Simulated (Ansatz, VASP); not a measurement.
One calculation of Sb, two programs

```
Sb
1.0
     3.06390    0.00000    0.00000
     0.00000    3.06390    0.00000
     0.00000    0.00000    3.06390
Sb
1
Cartesian
  0.0000 0.0000 0.0000
```

Alike in both runs: task single point; functional r2SCAN; k mesh 14 × 14 × 14; occupations gaussian, width 0.1 eV; no spin polarisation.

|  | VASP | Ansatz |
| --- | --- | --- |
| version | VASP 6.6.1 | Ansatz 0.2.0 |
| potentials or method | VASP PAW PBE potentials, release 64 (Sb), cutoff 520 eV | scalar-relativistic, plane waves, PAW |
| valence electrons in the cell | 5 | 15 |

```csv
,VASP,Ansatz,Ansatz less VASP
gap on the k mesh at the Fermi level (eV),none,none,-
pressure (GPa),1.5,1.4,-0.05
```

VASP's potentials were made for PBE, not for r2SCAN. A gap of «none» marks a metal or a gap that the smearing closes. VASP's potentials hold 5 valence electrons a cell and Ansatz's 15, so a difference there can come from the potentials and not from the codes.

Spin-orbit coupling is off throughout.
